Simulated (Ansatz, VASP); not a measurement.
**Al6N in VASP and in Ansatz**

```
Al N
1.0
     2.94814    0.00000    0.00000
    -1.47407    2.55317    0.00000
     0.00000    0.00000   28.61358
Al N
12 2
Direct
  0.66667 0.33333 0.67613
  0.00000 0.00000 0.75741
  0.33333 0.66667 0.83858
  0.33333 0.66667 0.59382
  0.33333 0.66667 0.09174
  0.66667 0.33333 0.18357
  0.00000 0.00000 0.00084
  0.00000 0.00000 0.26858
  0.66667 0.33333 0.92147
  0.66667 0.33333 0.43001
  0.00000 0.00000 0.51282
  0.33333 0.66667 0.34853
  0.00000 0.00000 0.06721
  0.33333 0.66667 0.15758
```

Alike in both runs: task single point; functional PBE; k mesh 6 × 6 × 1; occupations gaussian, width 0.1 eV; collinear spin.

|  | VASP | Ansatz |
| --- | --- | --- |
| version | VASP 6.6.1 | Ansatz 0.2.0 |
| potentials or method | VASP PAW PBE potentials, release 64 (Al, N), cutoff 520 eV | scalar-relativistic, plane waves, PAW |
| valence electrons in the cell | 46 | 46 |

Ansatz gave:

- gap on the k mesh at the Fermi level (eV): none
- pressure (GPa): 0.3
- traceless stress, the component that is largest in VASP (GPa): 0.32
- rms of the force components (eV/Å): 0.023
- net moment per atom (μB): 0.00

Problem. What did VASP give for the same quantities?

Solution. gap on the k mesh at the Fermi level (eV): none; pressure (GPa): 0.2; traceless stress, the component that is largest in VASP (GPa): 0.29; rms of the force components (eV/Å): 0.023; net moment per atom (μB): 0.00.

Atom by atom the forces differ by 0.003 eV/Å (rms over components). A gap of «none» marks a metal or a gap that the smearing closes. Ansatz's warnings: seeded moment not kept.

The k mesh is coarse, so the values compare programs but aren't converged.
